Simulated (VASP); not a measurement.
# Pb (P-1) in VASP: settings compared

The runs below take Pb through single point, with PBE, r2SCAN.

Program: VASP 6.6.1. These are calculated values, not measurements. Logs are shortened: lines on timing, memory, paths and dates and some standing lists are left out, and cuts for length are marked.

## Step 1: The cell of the first run

The typed cell holds 1 atom: a = 3.511 Å, b = 3.558 Å, c = 3.499 Å, α = 59.96°, β = 59.89°, γ = 59.40°.

## Step 2: Single point, PBE

INCAR reads:

```
  PREC = Accurate
  ENCUT = 520
  EDIFF = 1E-6
  ISMEAR = -1
  SIGMA = 0.05
  LREAL = F
  LASPH = T
  NELM = 100
  ALGO = Normal
  ISIF = 2
  LWAVE = F
  LCHARG = F
  GGA = PE
  NBANDS = 13
```

KPOINTS reads:

```
regular mesh
0
Gamma
  8 8 8
```

POSCAR reads:

```
Pb
1.0
    0.0193336300      2.4628699300      2.5018675872
    2.5028571400     -0.0067465600      2.5284693810
    2.4813249000      2.4674178800      0.0150813936
Pb
1
Direct
    0.0000000000      0.0000000000      0.0000000000
```

Potentials or basis: VASP PAW PBE potentials, release 64 (Pb_d).

On the command line:

```console
cat potpaw_PBE.64/Pb_d/POTCAR > POTCAR
mpirun -np 1 vasp_std > vasp.out
```

OUTCAR:

```text
PREC = Accurate
   ENCUT = 520
   EDIFF = 1E-6
   ISMEAR = -1
   LREAL = F
   LASPH = T
   NELM = 100
   ISIF = 2
   GGA = PE

 ion  position               nearest neighbor table
   1  0.000  0.000  0.000-

  Warning from LATTYP: Got some problem with cell dimensions!
  Tried to take original basis but could not verify dimensions!
  LATTYP: Found a triclinic cell.
 ALAT       =     3.5269069294
 B/A-ratio  =     1.3998238115
 C/A-ratio  =     0.9921897715
 COS(alpha) =     0.0026445843
 COS(beta)  =     0.5030415437
 COS(gamma) =     0.7031747606

  Lattice vectors:

 A1 = (  -0.0215322400,   2.4741644400,  -2.5133879874)
 A2 = (  -0.0021986100,   4.9370343700,  -0.0115204002)
 A3 = (   2.4619912700,   0.0045479500,  -2.4867861936)

Analysis of symmetry for initial positions (statically):
=====================================================================
 Subroutine PRICEL returns:
 Original cell was already a primitive cell.

 Routine SETGRP: Setting up the symmetry group for a
 triclinic supercell.

 Subroutine GETGRP returns: Found  2 space group operations
 (whereof  2 operations were pure point group operations)
 out of a pool of  2 trial point group operations.

The static configuration has the point symmetry S_2 .

Analysis of symmetry for dynamics (positions and initial velocities):
=====================================================================
 Subroutine PRICEL returns:
 Original cell was already a primitive cell.

 Routine SETGRP: Setting up the symmetry group for a
 triclinic supercell.

 Subroutine GETGRP returns: Found  2 space group operations
 (whereof  2 operations were pure point group operations)
 out of a pool of  2 trial point group operations.

The dynamic configuration has the point symmetry S_2 .

 Subroutine INISYM returns: Found  2 space group operations
 (whereof  2 operations are pure point group operations),
 and found     1 'primitive' translations

----------------------------------------------------------------------------------------

                                     Primitive cell

  volume of cell :      30.7307

  direct lattice vectors                    reciprocal lattice vectors
     0.019333630  2.462869930  2.501867587    -0.203017904  0.202930537  0.201502892
     2.502857140 -0.006746560  2.528469381     0.199670019 -0.202001412  0.197309746
     2.481324900  2.467417880  0.015081394     0.203189651  0.202173159 -0.200591986

  length of vectors
     3.510761101  3.557737594  3.499335894     0.350714254  0.345837857  0.349853062

  position of ions in fractional coordinates (direct lattice)
     0.000000000  0.000000000  0.000000000

  ion indices of the primitive-cell ions
   primitive index   ion index
                 1           1

----------------------------------------------------------------------------------------

 KPOINTS: regular mesh

Automatic generation of k-mesh.
 Grid dimensions read from file:
 generate k-points for:    8    8    8

 Generating k-lattice:

  Cartesian coordinates                     Fractional coordinates (reciprocal lattice)
    -0.025377238  0.025366317  0.025187862     0.125000000  0.000000000  0.000000000
     0.024958752 -0.025250177  0.024663718     0.000000000  0.125000000 -0.000000000
     0.025398706  0.025271645 -0.025073998     0.000000000  0.000000000  0.125000000

  Length of vectors
     0.043839282  0.043229732  0.043731633

  Shift w.r.t. Gamma in fractional coordinates (k-lattice)
     0.000000000  0.000000000  0.000000000

 Subroutine IBZKPT returns following result:
 ===========================================

 Found    260 irreducible k-points:

 Following reciprocal coordinates:
            Coordinates               Weight
  0.000000  0.000000  0.000000      1.000000
  0.125000 -0.000000 -0.000000      2.000000
  0.250000 -0.000000 -0.000000      2.000000
  0.375000 -0.000000 -0.000000      2.000000
  0.500000 -0.000000 -0.000000      1.000000
 -0.000000  0.125000  0.000000      2.000000
[... 16 lines left out ...]
  0.125000  0.375000  0.000000      2.000000
  0.250000  0.375000 -0.000000      2.000000
 [... further k-points ...]
   k-points           NKPTS =    260   k-points in BZ     NKDIM =    260   number of bands    NBANDS=     13
   number of dos      NEDOS =    301   number of ions     NIONS =      1
   total plane-waves  NPLWV =  21952
   dimension x,y,z NGX =    28 NGY =   28 NGZ =   28
   dimension x,y,z NGXF=    56 NGYF=   56 NGZF=   56
   ions per type =               1
   NGX,Y,Z   is equivalent  to a cutoff of  13.26, 13.08, 13.30 a.u.
   NGXF,Y,Z  is equivalent  to a cutoff of  26.52, 26.17, 26.60 a.u.
 SYSTEM =  unknown system
   PREC   = accura    normal or accurate (medium, high low for compatibility)
   ISTART =      0    job   : 0-new  1-cont  2-samecut
   ICHARG =      2    charge: 1-file 2-atom 10-const
   ISPIN  =      1    spin polarized calculation?
   LNONCOLLINEAR =      F non collinear calculations
   LSORBIT =      F    spin-orbit coupling
   LASPH  =      T    aspherical Exc in radial PAW
   ENCUT  =  520.0 eV  38.22 Ry    6.18 a.u.   6.53  6.62  6.51*2*pi/ulx,y,z
   NELM   =    100;   NELMIN=  2; NELMDL= -5     # of ELM steps
   EDIFF  = 0.1E-05   stopping-criterion for ELM
   LREAL  =      F    real-space projection
   EDIFFG = 0.1E-04   stopping-criterion for IOM
   NSW    =      0    number of steps for IOM
   IBRION =     -1    ionic relax: 0-MD 1-quasi-New 2-CG
   NFREE  =      0    steps in history (QN), initial steepest desc. (CG)
   ISIF   =      2    stress and relaxation
   ISYM   =      2    0-nonsym 1-usesym 2-fastsym
   POTIM  = 0.5000    time-step for ionic-motion
   TEBEG  =    0.0;   TEEND  =   0.0 temperature during run
   PSTRESS=    0.0 pullay stress
   NELECT =      14.0000    total number of electrons
   NUPDOWN=      -1.0000    fix difference up-down
   EMIN   =  10.00;   EMAX   =-10.00  energy-range for DOS
   EFERMI =   0.00;   METHOD = LEGACY
   ISMEAR =    -1;   SIGMA  =   0.05  broadening in eV -4-tet -1-fermi 0-gaus
   EFERMI_NEDOS =   21; number of points for ismear=-14 and -15
   IALGO  =     38    algorithm
   IMIX   =      4    mixing-type and parameters
     AMIX     =   0.40;   BMIX     =  1.00
     AMIX_MAG =   1.60;   BMIX_MAG =  1.00
  volume/ion in A,a.u.               =      30.73       207.38
  Fermi-wavevector in a.u.,A,eV,Ry     =   1.259679  2.380448 21.589595  1.586790
  Thomas-Fermi vector in A             =   2.393226
   LORBIT       =      0    0 simple, 1 ext, 2 COOP (PROOUT), +10 PAW based schemes
   GGA     = PE    functional components
   LHFCALC =     F    Hartree Fock is set to
   AEXX    =    0.0000 exact exchange contribution
   IVDW    =     0    specifies the selected vdW correction
   LEPSILON=     F    determine dielectric tensor
   LRPA    =     F    only Hartree local field effects (RPA)
 non-spin polarized calculation
  energy-cutoff  :      520.00
  volume of cell :       30.73
 maximum number of plane-waves:       869
 NGX is ok and might be reduce to    28
   NGX = 13   NGY = 13   NGZ = 13

 number of electron      14.0000000 magnetization

 Free energy of the ion-electron system (eV)
  ---------------------------------------------------
  ext. energy  EPLUGINS =         0.00000000
  ---------------------------------------------------
  free energy    TOTEN  =        -3.57251574 eV

  energy without entropy =       -3.56951511  energy(sigma->0) =       -3.57101543

 E-fermi :   7.0800     XC(G=0): -10.1194

 val. band max:        7.0274352673   @ k =   0.2500   0.0000   0.3750
 cond. band min:       7.0918050180   @ k =  -0.3750   0.2500  -0.0000
 fundamental gap:      0.0643697507
 Fermi energy:         7.0799700839

 k-point     1 :       0.0000    0.0000    0.0000
  band No.  band energies     occupation
      1      -9.9395      2.00000
      2      -9.9199      2.00000
      3      -9.9179      2.00000
      4      -9.7985      2.00000
      5      -9.7835      2.00000
      6      -4.5301      2.00000
      7      14.2624      0.00000
      8      14.4305      0.00000
      9      14.6378      0.00000
     10      16.9073      0.00000
     11      18.2634      0.00000
     12      19.3205      0.00000
     13      19.5730      0.00000

 k-point     2 :       0.1250   -0.0000   -0.0000
  band No.  band energies     occupation
      1      -9.9241      2.00000
      2      -9.9146      2.00000
      3      -9.8965      2.00000
      4      -9.7981      2.00000
      5      -9.7857      2.00000
      6      -4.2285      2.00000
      7      11.8342      0.00000
      8      13.9092      0.00000
      9      14.1259      0.00000
     10      16.3633      0.00000
     11      19.3851      0.00000
     12      19.9237      0.00000
     13      20.1708      0.00000

 k-point     3 :       0.2500   -0.0000   -0.0000
  band No.  band energies     occupation
      1      -9.9295      2.00000
      2      -9.9015      2.00000
      3      -9.8758      2.00000
      4      -9.7620      2.00000
      5      -9.7563      2.00000
      6      -3.3294      2.00000
      7       7.9823      0.00000
      8      13.1984      0.00000
      9      13.4479      0.00000
     10      15.9743      0.00000
     11      18.4648      0.00000
     12      19.1882      0.00000
     13      19.5487      0.00000
[... 305 lines left out ...]
 k-point    23 :       0.1250    0.3750    0.0000
  band No.  band energies     occupation
      1      -9.9550      2.00000
      2      -9.8932      2.00000
      3      -9.8608      2.00000
      4      -9.7559      2.00000
      5      -9.6875      2.00000
      6      -2.2905      2.00000
      7       5.7879      2.00000
      8      11.5429      0.00000
      9      11.8729      0.00000
     10      15.3025      0.00000
     11      18.8356      0.00000
     12      20.4175      0.00000
     13      20.5275      0.00000

 k-point    24 :       0.2500    0.3750   -0.0000
  band No.  band energies     occupation
      1     -10.0150      2.00000
      2      -9.9127      2.00000
      3      -9.7673      2.00000
      4      -9.7404      2.00000
      5      -9.6827      2.00000
      6      -1.9934      2.00000
      7       6.9545      1.84947
      8       9.6098      0.00000
      9      10.5795      0.00000
     10      14.0980      0.00000
     11      16.0260      0.00000
     12      23.0165      0.00000
     13      23.1685      0.00000

 [... further k-points ...]

------------------------ aborting loop because EDIFF is reached ----------------------------------------

  FORCE on cell =-STRESS in cart. coord.  units (eV):
  Direction    XX          YY          ZZ          XY          YZ          ZX
  --------------------------------------------------------------------------------------
  -------------------------------------------------------------------------------------
  Total        0.3498511      0.3790863      0.3271352      0.0087437      0.0220651     -0.0765117
  in kB       18.2398273     19.7640297     17.0555123      0.4558611      1.1503830     -3.9890113
  external PRESSURE =      18.3531231 kB  Pullay stress =       0.0000000 kB

 VOLUME and BASIS-vectors are now :
 -----------------------------------------------------------------------------
  energy-cutoff  :      520.00
  volume of cell :       30.73
      direct lattice vectors                 reciprocal lattice vectors
     0.019333630  2.462869930  2.501867587    -0.203017904  0.202930537  0.201502892
     2.502857140 -0.006746560  2.528469381     0.199670019 -0.202001412  0.197309746
     2.481324900  2.467417880  0.015081394     0.203189651  0.202173159 -0.200591986

 POSITION                                       TOTAL-FORCE (eV/Angst)
 -----------------------------------------------------------------------------------
      0.00000      0.00000      0.00000         0.000000      0.000000      0.000000
 -----------------------------------------------------------------------------------
    total drift:                               -0.000000     -0.000000     -0.000000

  FREE ENERGIE OF THE ION-ELECTRON SYSTEM (eV)
  ---------------------------------------------------
  free  energy   TOTEN  =        -3.5725157391 eV

  energy  without entropy=       -3.5695151135  energy(sigma->0) =       -3.57101543
```

Wall time 89 s (1 thread of Intel Xeon 8259CL, shared host); peak memory 0.23 GiB.

Results:

| Property | Result |
| --- | --- |
| Free energy | -3.5725 eV |
| Pressure | 1.8 GPa |
| Band gap on the k mesh | zero (bands 7 and 8 overlap by 8.45 eV) |

Caveat: spin-orbit coupling is left out, which moves the levels of the heavy elements.

## Step 3: Single point, PBE

This run uses another cell than the first one, of 31.33 Å³/atom.

INCAR reads:

```
SYSTEM = Pb
ALGO = Fast ; EDIFF = 1E-7
ENCUT = 520 ; GGA = PE
ISIF = 2 ; ISMEAR = -1
LASPH = .True. ; LCHARG = .False.
LREAL = .False. ; LWAVE = .False.
NBANDS = 13 ; NELM = 60
PREC = Accurate ; SIGMA = 0.05
```

KPOINTS reads:

```
k-points
0
Gamma
  8 8 8
  0 0 0
```

POSCAR reads:

```
Pb
1.0
    0.0193336300      2.4628699300      2.5509238144
    2.5028571400     -0.0067465600      2.5780472120
    2.4813249000      2.4674178800      0.0153771072
Pb
1
Direct
    0.0000000000      0.0000000000      0.0000000000
```

Potentials or basis: VASP PAW PBE potentials, release 64 (Pb_d).

On the command line:

```console
cat potpaw_PBE.64/Pb_d/POTCAR > POTCAR
mpirun -np 1 vasp_std > vasp.out
```

Wall time 2.4 min (1 thread of Intel Xeon 8259CL, shared host); peak memory 0.23 GiB.

The run converged. Its results:

| Quantity | Value |
| --- | --- |
| Free energy | -3.5770 eV |
| Pressure | 0.8 GPa |
| Band gap on the k mesh | zero (bands 7 and 8 overlap by 8.28 eV) |

Stress tensor (GPa, compression positive):
```
 0.92  0.06 -0.24
 0.06  1.11  0.07
-0.24  0.07  0.51
```

Levels at points of the mesh, in eV from the Fermi level:
```csv
k point,band 3,band 4,band 5,band 6,band 7,band 8,band 9,band 10,band 11,band 12
"(0.00, 0.00, 0.00)",-16.94,-16.84,-16.81,-11.44,7.09,7.24,7.45,9.87,10.99,12.15
"(0.50, 0.00, 0.00)",-16.92,-16.70,-16.69,-7.92,-3.92,5.07,5.68,9.04,9.31,10.82
"(0.00, 0.50, 0.00)",-16.93,-16.71,-16.69,-8.09,-3.97,5.37,5.86,9.36,9.41,11.09
"(0.50, 0.50, 0.00)",-16.71,-16.67,-16.67,-6.90,-3.21,2.35,2.39,5.62,6.87,18.46
"(0.00, 0.00, 0.50)",-16.92,-16.71,-16.69,-7.95,-3.93,5.13,5.70,9.10,9.33,10.84
"(0.50, 0.00, 0.50)",-16.71,-16.68,-16.65,-6.53,-2.93,1.75,2.17,5.22,6.54,17.86
"(0.00, 0.50, 0.50)",-16.71,-16.68,-16.65,-6.58,-2.98,1.90,2.15,5.30,6.57,17.84
"(0.50, 0.50, 0.50)",-16.93,-16.71,-16.69,-8.04,-3.96,5.31,5.80,9.28,9.38,11.02
```

Caveat: spin-orbit coupling is left out, which moves the levels of the heavy elements.

## Step 4: Single point, r2SCAN

This run uses another cell than the first one, of 30.13 Å³/atom.

POSCAR reads:

```
Pb
1.0
    0.0193336300      2.4628699300      2.4528113600
    2.5028571400     -0.0067465600      2.4788915500
    2.4813249000      2.4674178800      0.0147856800
Pb
1
Direct
    0.0000000000      0.0000000000      0.0000000000
```

INCAR.step1 reads:

```
SYSTEM = Pb
  PREC = Accurate
  ENCUT = 520
  ISMEAR = -1
  SIGMA = 0.05
  LREAL = .FALSE.
  LASPH = .TRUE.
  NELM = 60
  NBANDS = 13
  GGA = PE
  ALGO = Normal
  EDIFF = 1E-4
  LWAVE = .TRUE.
  LCHARG = .FALSE.
```

INCAR.step2 reads:

```
SYSTEM = Pb
  PREC = Accurate
  ENCUT = 520
  EDIFF = 1E-6
  ISMEAR = -1
  SIGMA = 0.05
  LREAL = .FALSE.
  LASPH = .TRUE.
  NELM = 60
  ALGO = Normal
  ISIF = 2
  LWAVE = .FALSE.
  LCHARG = .FALSE.
  METAGGA = R2SCAN
  LMIXTAU = .TRUE.
  NBANDS = 13
  ISTART = 1
```

KPOINTS reads:

```
regular mesh
0
G
  9 9 9
  0 0 0
```

On the command line:

```console
cat potpaw_PBE.64/Pb_d/POTCAR > POTCAR
cp INCAR.step1 INCAR
mpirun -np 1 vasp_std > vasp.out
cp INCAR.step2 INCAR
mpirun -np 1 vasp_std > vasp.out
```

Run time: 10 min. Hardware: 1 thread of Intel Xeon 8259CL, shared host; peak memory 0.27 GiB.

The run converged. Its results:

```
Free energy            : -56.2922 eV
Pressure               : 1.5 GPa
Band gap on the k mesh : zero (bands 7 and 8 overlap by 9.28 eV)
```

Stress tensor (GPa, compression positive):
```
 1.34  0.05 -0.54
 0.05  1.49  0.15
-0.54  0.15  1.55
```

Levels at points of the mesh, in eV from the Fermi level:
```
           k point  band 5  band 6  band 7  band 8  band 9  band 10
(0.00, 0.00, 0.00)  -17.42  -12.19    7.74    7.94    8.15    10.60
```

Caveat: the PAW data sets were made with another functional, which shifts forces and pressure a little; spin-orbit coupling is left out, which moves the levels of the heavy elements.

## Step 5: The runs side by side

| level | cell | k mesh | gap on the mesh (eV) | pressure (GPa) |
| --- | --- | --- | --- | --- |
| PBE | a = 3.511, b = 3.558, c = 3.499 Å, angles 60.0, 59.9, 59.4°, 1 atom | 8 × 8 × 8 | none | 1.8 |
| PBE | a = 3.546, b = 3.593, c = 3.499 Å, angles 60.3, 60.2, 58.8°, 1 atom | 8 × 8 × 8 | none | 0.8 |
| r2SCAN | a = 3.476, b = 3.523, c = 3.499 Å, angles 59.6, 59.6, 60.1°, 1 atom | 9 × 9 × 9 | none | 1.5 |

Alike in all rows: task single point; potentials or basis VASP PAW PBE potentials, release 64 (Pb_d); no spin polarisation; cutoff (eV) 520; smearing fermi-dirac 0.05 eV.

Caveats: spin-orbit coupling is left out, which moves the levels of the heavy elements; the PAW data sets were made with another functional, which shifts forces and pressure a little (at least some runs).

Total energies depend on the potentials used, so only differences within one code and one set of settings carry meaning.
